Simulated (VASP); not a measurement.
Wanted: the native input for a VASP 6.6.1 run.

- Task: single point
- Functional: r2SCAN
- Potentials or basis: VASP PAW PBE potentials, release 64 (Ta_pv, N)
- Cutoff: 520 eV
- k mesh: 10 × 10 × 6
- Occupations: fermi-dirac, width 0.05 eV
- Spin: no spin polarisation
- Hubbard terms: Ta d U = 2.0 eV
- Dipole correction: no
- Further INCAR settings: ALGO = Normal; EDIFF = 1e-06; NBANDS = 20

Ta2N:

```
Ta N
1.0
     3.11286    0.00000    0.00000
    -1.55643    2.69582    0.00000
     0.00000    0.00000    4.86984
Ta N
2 1
Direct
  0.33333 0.66667 0.25471
  0.66667 0.33333 0.74529
  0.00000 0.00000 0.00000
```

The input as run:

POSCAR

```
Ta2N
1.0
    3.1128615060      0.0000000000      0.0000000000
   -1.5564307530      2.6958171426      0.0000000000
    0.0000000000      0.0000000000      4.8698410000
Ta N
2 1
Direct
    0.3333333333      0.6666666667      0.2547110000
    0.6666666667      0.3333333333      0.7452890000
    0.0000000000      0.0000000000      0.0000000000
```

INCAR.step1

```
SYSTEM = Ta2N
  PREC = Accurate
  ENCUT = 520
  ISMEAR = -1
  SIGMA = 0.05
  LREAL = .False.
  LASPH = .True.
  NELM = 150
  LMAXMIX = 4
  LDAU = .True.
  LDAUTYPE = 2
  LDAUL = 2 -1
  LDAUU = 2 0
  LDAUJ = 0 0
  NBANDS = 20
  GGA = PE
  ALGO = Normal
  EDIFF = 1E-4
  LWAVE = .True.
  LCHARG = .False.
```

INCAR.step2

```
SYSTEM = Ta2N
  PREC = Accurate
  ENCUT = 520
  EDIFF = 1E-6
  ISMEAR = -1
  SIGMA = 0.05
  LREAL = .False.
  LASPH = .True.
  NELM = 150
  ALGO = Normal
  ISIF = 2
  LWAVE = .False.
  LCHARG = .False.
  LMAXMIX = 4
  LDAU = .True.
  LDAUTYPE = 2
  LDAUL = 2 -1
  LDAUU = 2 0
  LDAUJ = 0 0
  LDAUPRINT = 1
  METAGGA = R2SCAN
  LMIXTAU = .True.
  NBANDS = 20
  ISTART = 1
```

KPOINTS

```
Automatic mesh
0
Gamma
  10 10 6
  0 0 0
```

Potentials or basis: VASP PAW PBE potentials, release 64 (Ta_pv, N).

Launch:

```console
$ cat potpaw_PBE.64/Ta_pv/POTCAR potpaw_PBE.64/N/POTCAR > POTCAR
$ cp INCAR.step1 INCAR
$ mpirun -np 1 vasp_std > vasp.out
$ cp INCAR.step2 INCAR
$ mpirun -np 1 vasp_std > vasp.out
```

Results of the run:

```yaml
Pressure: 1.3 GPa
Largest_force: 0.411 eV/Å
```

Caveat: the PAW data sets were made with another functional, which shifts forces and pressure a little; U without spin polarisation on a metal has little footing.

Run time: 120 s on 1 thread of Intel Xeon 6975P-C, on a shared host, peak memory 0.2 GiB.
